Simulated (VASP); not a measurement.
Tl:

```
Tl
1.0
     3.45600    0.00000    0.00000
    -1.72800    2.99298    0.00000
     0.00000    0.00000    5.52500
Tl
2
Direct
  0.33333 0.66667 0.25000
  0.66667 0.33333 0.75000
```

- Program: VASP 6.6.1
- Task: relaxation of cell and atoms
- Functional: r2SCAN
- Potentials or basis: VASP PAW PBE potentials, release 64 (Tl_d)
- Cutoff: 600 eV
- k mesh: 14 × 14 × 8
- Occupations: gaussian, width 0.02 eV
- Spin: no spin polarisation

At the start: pressure 1.9 GPa; volume 28.57 Å³/atom.

Question: Where does the relaxation end?

Answer: Over 5 steps the energy falls by 9.2 meV/atom and the volume is 30.20 Å³/atom (+5.7 %); space group P6_3/mmc (No. 194, to 0.1 Å) before and after.

The path:
```csv
step,energy change (eV),largest force (eV/Å),pressure (GPa),volume (Å³)
1,0.0000,0.0000,1.86,57.15
2,-0.0172,0.0000,0.16,59.93
3,-0.0173,0.0000,-0.01,60.28
4,-0.0180,0.0000,-0.03,60.33
5,-0.0185,0.0000,-0.05,60.39
```

Final structure:
```
Tl
1.0
     3.53758    0.00000    0.00000
    -1.76879    3.06364    0.00000
     0.00000    0.00000    5.57245
Tl
2
Cartesian
  0.0000 2.0424 1.3931
  1.7688 1.0212 4.1793
```

Caveat: the PAW data sets were made with another functional, which shifts forces and pressure a little.
